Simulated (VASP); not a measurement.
# ScGaN (P-6m2) in VASP: relaxation of cell and atoms with PBE

Aim: the relaxation of cell and atoms of ScGaN with PBE.

All numbers are computed with VASP 6.6.1; they aren't measurements. Logs are shortened: lines on timing, memory, paths and dates and some standing lists are left out, and cuts for length are marked.

**1. The cell of the first run**

It takes space group P-6m2 (No. 187, hexagonal). The conventional cell has a = 3.852 Å, b = 3.852 Å, c = 3.856 Å, α = 90.00°, β = 90.00°, γ = 120.00°. Sc (site symmetry -6m2) has 3 N at 2.22 Å and 6 Ga at 2.94 Å within 3.0 Å. Ga (site symmetry -6m2) has 6 Sc at 2.94 Å and 6 N at 2.94 Å and 8 Ga at 3.85 to 3.86 Å within 3.9 Å. Within 3.0 Å of N (site symmetry -6m2) lie 3 Sc at 2.22 Å and 6 Ga at 2.94 Å.

The cell was built from a structure type or drawn by symmetry, and may not be a known phase.

**2. Relaxation of cell and atoms, PBE**

INCAR

```
ALGO     = Normal         # electronic algorithm
EDIFF    = 1E-7           # SCF threshold, eV
EDIFFG   = -0.04          # ionic threshold
ENCUT    = 910            # plane-wave cutoff, eV
GGA      = PE             # functional
GGA_COMPAT= False        
IBRION   = 2              # ionic algorithm
ISIF     = 3              # what is computed and relaxed
ISMEAR   = 0              # smearing method
LASPH    = True           # aspherical terms in the spheres
LCHARG   = False          # write CHGCAR
LREAL    = False          # projectors in reciprocal space
LWAVE    = False          # write WAVECAR
NELM     = 120            # most SCF steps
NELMIN   = 4            
NSW      = 90             # ionic steps
PREC     = Accurate       # precision mode
SIGMA    = 0.1            # smearing width, eV
```

KPOINTS

```
k-points
0
Gamma
  6 6 4
```

POSCAR

```
ScGaN
1.0
    3.8521282800      0.0000000000      0.0000000000
   -1.9260641400      3.3360409500      0.0000000000
    0.0000000000      0.0000000000      3.8560319800
Sc Ga N
1 1 1
Direct
    0.3333333300      0.6666666700      0.5000000000
    0.6666666700      0.3333333300      0.0000000000
    0.0000000000      0.0000000000      0.5000000000
```

Potentials or basis: VASP PAW PBE potentials, release 64 (Sc_sv, Ga_d, N_h).

Run with:

```console
$ cat potpaw_PBE.64/Sc_sv/POTCAR potpaw_PBE.64/Ga_d/POTCAR potpaw_PBE.64/N_h/POTCAR > POTCAR
$ mpirun -np 1 vasp_std > vasp.out
```

OUTCAR:

```text
EDIFF = 1E-7
   EDIFFG = -0.04
   ENCUT = 910
   GGA = PE
   IBRION = 2
   ISIF = 3
   ISMEAR = 0
   LASPH = True
   LREAL = False
   NELM = 120
   NELMIN = 4
   NSW = 90
   PREC = Accurate

 ion  position               nearest neighbor table
   1  0.333  0.667  0.500-   3 2.22   3 2.22   3 2.22   2 2.94   2 2.94   2 2.94   2 2.94   2 2.94
                             2 2.94
   2  0.667  0.333  0.000-   1 2.94   1 2.94   1 2.94   1 2.94   1 2.94   1 2.94
   3  0.000  0.000  0.500-   1 2.22   1 2.22   1 2.22

  LATTYP: Found a hexagonal cell.
 ALAT       =     3.8521282800
 C/A-ratio  =     1.0010133879

  Lattice vectors:

 A1 = (   3.8521282800,   0.0000000000,   0.0000000000)
 A2 = (  -1.9260641400,   3.3360409500,   0.0000000000)
 A3 = (   0.0000000000,   0.0000000000,   3.8560319800)

Analysis of symmetry for initial positions (statically):
=====================================================================
 Subroutine PRICEL returns:
 Original cell was already a primitive cell.

 Routine SETGRP: Setting up the symmetry group for a
 hexagonal supercell.

 Subroutine GETGRP returns: Found 12 space group operations
 (whereof 12 operations were pure point group operations)
 out of a pool of 24 trial point group operations.

The static configuration has the point symmetry D_3h.

Analysis of symmetry for dynamics (positions and initial velocities):
=====================================================================
 Subroutine PRICEL returns:
 Original cell was already a primitive cell.

 Routine SETGRP: Setting up the symmetry group for a
 hexagonal supercell.

 Subroutine GETGRP returns: Found 12 space group operations
 (whereof 12 operations were pure point group operations)
 out of a pool of 24 trial point group operations.

The dynamic configuration has the point symmetry D_3h.

 Subroutine INISYM returns: Found 12 space group operations
 (whereof 12 operations are pure point group operations),
 and found     1 'primitive' translations

----------------------------------------------------------------------------------------

                                     Primitive cell

  volume of cell :      49.5533

  direct lattice vectors                    reciprocal lattice vectors
     3.852128280  0.000000000  0.000000000     0.259596755  0.149878256  0.000000000
    -1.926064140  3.336040950  0.000000000     0.000000000  0.299756512  0.000000000
     0.000000000  0.000000000  3.856031980     0.000000000  0.000000000  0.259333949

  length of vectors
     3.852128280  3.852128281  3.856031980     0.299756512  0.299756512  0.259333949

  position of ions in fractional coordinates (direct lattice)
     0.333333330  0.666666670  0.500000000
     0.666666670  0.333333330  0.000000000
     0.000000000  0.000000000  0.500000000

  ion indices of the primitive-cell ions
   primitive index   ion index
                 1           1
                 2           2
                 3           3

----------------------------------------------------------------------------------------

 KPOINTS: k-points

Automatic generation of k-mesh.
 Grid dimensions read from file:
 generate k-points for:    6    6    4

 Generating k-lattice:

  Cartesian coordinates                     Fractional coordinates (reciprocal lattice)
     0.043266126  0.024979709  0.000000000     0.166666667  0.000000000  0.000000000
     0.000000000  0.049959419  0.000000000     0.000000000  0.166666667  0.000000000
     0.000000000  0.000000000  0.064833487     0.000000000  0.000000000  0.250000000

  Length of vectors
     0.049959419  0.049959419  0.064833487

  Shift w.r.t. Gamma in fractional coordinates (k-lattice)
     0.000000000  0.000000000  0.000000000

 Subroutine IBZKPT returns following result:
 ===========================================

 Found     21 irreducible k-points:

 Following reciprocal coordinates:
            Coordinates               Weight
  0.000000  0.000000  0.000000      1.000000
  0.166667  0.000000  0.000000      6.000000
  0.333333  0.000000  0.000000      6.000000
  0.500000  0.000000  0.000000      3.000000
  0.166667  0.166667  0.000000      6.000000
  0.333333  0.166667  0.000000     12.000000
[... 13 lines left out ...]
  0.333333  0.166667  0.500000     12.000000
  0.333333  0.333333  0.500000      2.000000
   k-points           NKPTS =     21   k-points in BZ     NKDIM =     21   number of bands    NBANDS=     18
   number of dos      NEDOS =    301   number of ions     NIONS =      3
   total plane-waves  NPLWV =  64000
   dimension x,y,z NGX =    40 NGY =   40 NGZ =   40
   dimension x,y,z NGXF=    80 NGYF=   80 NGZF=   80
   ions per type =               1   1   1
   NGX,Y,Z   is equivalent  to a cutoff of  17.26, 17.26, 17.25 a.u.
   NGXF,Y,Z  is equivalent  to a cutoff of  34.53, 34.53, 34.49 a.u.
 SYSTEM =  unknown system
   PREC   = accura    normal or accurate (medium, high low for compatibility)
   ISTART =      0    job   : 0-new  1-cont  2-samecut
   ICHARG =      2    charge: 1-file 2-atom 10-const
   ISPIN  =      1    spin polarized calculation?
   LNONCOLLINEAR =      F non collinear calculations
   LSORBIT =      F    spin-orbit coupling
   LASPH  =      T    aspherical Exc in radial PAW
   ENCUT  =  910.0 eV  66.88 Ry    8.18 a.u.   9.47  9.47  9.48*2*pi/ulx,y,z
   NELM   =    120;   NELMIN=  4; NELMDL= -5     # of ELM steps
   EDIFF  = 0.1E-06   stopping-criterion for ELM
   LREAL  =      F    real-space projection
   EDIFFG = -.4E-01   stopping-criterion for IOM
   NSW    =     90    number of steps for IOM
   IBRION =      2    ionic relax: 0-MD 1-quasi-New 2-CG
   NFREE  =      1    steps in history (QN), initial steepest desc. (CG)
   ISIF   =      3    stress and relaxation
   ISYM   =      2    0-nonsym 1-usesym 2-fastsym
   POTIM  = 0.5000    time-step for ionic-motion
   TEBEG  =    0.0;   TEEND  =   0.0 temperature during run
   PSTRESS=    0.0 pullay stress
   NELECT =      29.0000    total number of electrons
   NUPDOWN=      -1.0000    fix difference up-down
   EMIN   =  10.00;   EMAX   =-10.00  energy-range for DOS
   EFERMI =   0.00;   METHOD = LEGACY
   ISMEAR =     0;   SIGMA  =   0.10  broadening in eV -4-tet -1-fermi 0-gaus
   EFERMI_NEDOS =   21; number of points for ismear=-14 and -15
   IALGO  =     38    algorithm
   IMIX   =      4    mixing-type and parameters
     AMIX     =   0.40;   BMIX     =  1.00
     AMIX_MAG =   1.60;   BMIX_MAG =  1.00
  volume/ion in A,a.u.               =      16.52       111.47
  Fermi-wavevector in a.u.,A,eV,Ry     =   1.369357  2.587709 25.512797  1.875138
  Thomas-Fermi vector in A             =   2.495239
   LORBIT       =      0    0 simple, 1 ext, 2 COOP (PROOUT), +10 PAW based schemes
   GGA     = PE    functional components
   LHFCALC =     F    Hartree Fock is set to
   AEXX    =    0.0000 exact exchange contribution
   IVDW    =     0    specifies the selected vdW correction
   LEPSILON=     F    determine dielectric tensor
   LRPA    =     F    only Hartree local field effects (RPA)
 conjugate gradient relaxation of ions
 non-spin polarized calculation
 Gauss-broadening in eV      SIGMA  =   0.10
  energy-cutoff  :      910.00
  volume of cell :       49.55
 maximum number of plane-waves:      3114
 NGX is ok and might be reduce to    40
   NGX = 19   NGY = 19   NGZ = 19

--------------------------------------- Ionic step        1  -------------------------------------------

 number of electron      29.0000003 magnetization

 Free energy of the ion-electron system (eV)
  ---------------------------------------------------
  ext. energy  EPLUGINS =         0.00000000
  ---------------------------------------------------
  free energy    TOTEN  =       -18.38167558 eV

  energy without entropy =      -18.37114354  energy(sigma->0) =      -18.37640956

------------------------ aborting loop because EDIFF is reached ----------------------------------------

  FORCE on cell =-STRESS in cart. coord.  units (eV):
  Direction    XX          YY          ZZ          XY          YZ          ZX
  --------------------------------------------------------------------------------------
  -------------------------------------------------------------------------------------
  Total       -4.3631613     -4.3631613      2.9642422      0.0000000      0.0000000      0.0000000
  in kB     -141.0714442   -141.0714443     95.8410413      0.0000000      0.0000000      0.0000000
  external PRESSURE =     -62.1006158 kB  Pullay stress =       0.0000000 kB
[... 92 lines left out ...]
  FREE ENERGIE OF THE ION-ELECTRON SYSTEM (eV)
  ---------------------------------------------------
  free  energy   TOTEN  =       -18.7994493571 eV

  energy  without entropy=      -18.7924345143  energy(sigma->0) =      -18.79594194

 E-fermi :   3.6958     XC(G=0):  -9.9242

 val. band max:        3.6680592288   @ k =   0.5000   0.0000   0.5000
 cond. band min:       3.7974481741   @ k =   0.1667   0.1667   0.5000
 fundamental gap:      0.1293889453
 Fermi energy:         3.6958287513

 k-point     1 :       0.0000    0.0000    0.0000
  band No.  band energies     occupation
      1     -44.9182      2.00000
      2     -23.7971      2.00000
      3     -23.4469      2.00000
      4     -23.4469      2.00000
      5     -11.3816      2.00000
      6     -11.3197      2.00000
[... 10 lines left out ...]
     17       7.0218      0.00000
     18       7.1580      0.00000
[... 403 lines left out ...]
      2     -23.7624      2.00000
      3     -23.7401      2.00000
      4     -23.6148      2.00000
      5     -11.3461      2.00000
      6     -11.3452      2.00000
[... 10 lines left out ...]
     17       5.2901      0.00000
     18       5.9727      0.00000

[... ionic steps 4 to 7 ...]

--------------------------------------- Ionic step        8  -------------------------------------------

 number of electron      29.0000003 magnetization

------------------------ aborting loop because EDIFF is reached ----------------------------------------

  FORCE on cell =-STRESS in cart. coord.  units (eV):
  Direction    XX          YY          ZZ          XY          YZ          ZX
  --------------------------------------------------------------------------------------
  -------------------------------------------------------------------------------------
  Total        0.5828536      0.5828536      0.1383269      0.0000000      0.0000000      0.0000000
  in kB       18.0457121     18.0457121      4.2827350      0.0000000      0.0000000      0.0000000
  external PRESSURE =      13.4580531 kB  Pullay stress =       0.0000000 kB
[... 59 lines left out ...]
  energy  without entropy=      -19.0943165660  energy(sigma->0) =      -19.10028801

--------------------------------------- Ionic step       10  -------------------------------------------

 number of electron      29.0000005 magnetization

 Free energy of the ion-electron system (eV)
  ---------------------------------------------------
  ext. energy  EPLUGINS =         0.00000000
  ---------------------------------------------------
  free energy    TOTEN  =       -19.11058313 eV

  energy without entropy =      -19.09923503  energy(sigma->0) =      -19.10490908

 E-fermi :   4.2635     XC(G=0): -10.3197

 val. band max:        4.2582697266   @ k =   0.3333   0.1667   0.5000
 cond. band min:       4.2867048414   @ k =   0.3333   0.3333   0.0000
 fundamental gap:      0.0284351149
 Fermi energy:         4.2634557995

 k-point     1 :       0.0000    0.0000    0.0000
  band No.  band energies     occupation
      1     -44.4916      2.00000
      2     -23.3335      2.00000
      3     -23.0423      2.00000
      4     -23.0423      2.00000
      5     -10.8010      2.00000
      6     -10.7453      2.00000
[... 10 lines left out ...]
     17       7.5880      0.00000
     18       7.6519      0.00000
[... 448 lines left out ...]
  FREE ENERGIE OF THE ION-ELECTRON SYSTEM (eV)
  ---------------------------------------------------
  free  energy   TOTEN  =       -19.1105831270 eV

  energy  without entropy=      -19.0992350301  energy(sigma->0) =      -19.10490908

 reached required accuracy - stopping structural energy minimisation
```

It took 2.7 min on 1 thread of Intel Xeon 6975P-C (Granite Rapids), shared host; peak memory 0.27 GiB.

Results:

```yaml
Free_energy: -19.1106 eV
Relaxed_volume: 17.41 Å³/atom
Relaxed_cell: a = 3.538 Å, b = 3.538 Å, c = 4.817 Å, α = 90.00°, β = 90.00°, γ = 120.00°
Space_group_after_relaxing_to_0.1_Å: P-6m2 (No. 187)
Energy_gained_by_relaxing: 243.0 meV/atom
Ionic_steps: 10
Pressure_after_relaxing: 0.1 GPa
Band_gap_on_the_k_mesh: zero (an odd number of electrons rules out a gap without spin polarisation)
```

The path:
| step | energy change (eV) | largest force (eV/Å) | pressure (GPa) | volume (Å³) |
| --- | --- | --- | --- | --- |
| 1 | 0.0000 | 0.0000 | -6.21 | 49.55 |
| 2 | -0.4180 | 0.0000 | 7.41 | 44.89 |
| 3 | -0.4178 | 0.0000 | 7.83 | 44.78 |
| 4 | -0.6357 | 0.0000 | 4.15 | 47.80 |
| 5 | -0.7178 | 0.0000 | 1.99 | 50.73 |
| 6 | -0.5902 | 0.0000 | -0.49 | 56.29 |
| 7 | -0.7256 | 0.0000 | 1.27 | 51.89 |
| 8 | -0.7257 | 0.0000 | 1.35 | 51.75 |
| 9 | -0.7246 | 0.0000 | -1.22 | 52.80 |
| 10 | -0.7289 | 0.0000 | 0.12 | 52.23 |

Final structure:
```
Sc Ga N
1.0
     3.53839    0.00000    0.00000
    -1.76919    3.06433    0.00000
     0.00000    0.00000    4.81704
Sc Ga N
1 1 1
Direct
  0.33333 0.66667 0.50000
  0.66667 0.33333 0.00000
  0.00000 0.00000 0.50000
```

Levels at points of the mesh, in eV from the Fermi level:
| k point | band 11 | band 12 | band 13 | band 14 | band 15 | band 16 | band 17 | band 18 |
| --- | --- | --- | --- | --- | --- | --- | --- | --- |
| (0.00, 0.00, 0.00) | -7.02 | -3.28 | -3.28 | -3.20 | 3.09 | 3.09 | 3.32 | 3.39 |
| (0.50, 0.00, 0.00) | -5.55 | -2.89 | -2.15 | -1.94 | -1.77 | 1.44 | 2.63 | 3.16 |
| (0.00, 0.00, 0.50) | -7.59 | -3.24 | -3.24 | -0.82 | -0.36 | 2.80 | 2.80 | 3.54 |
| (0.50, 0.00, 0.50) | -5.25 | -3.83 | -3.19 | -1.70 | 0.65 | 1.26 | 1.61 | 2.68 |

Caveat: the k points lie up to 0.34 Å⁻¹ apart in the final cell, too coarse for converged energies and pressures of a metal; the cutoff is under 1.25 times the usual one of these potentials, so pressure, stress and relaxed cells hold a basis-set (Pulay) error; a cell axis changed by over 15 % at a fixed basis, so the end point is rough.
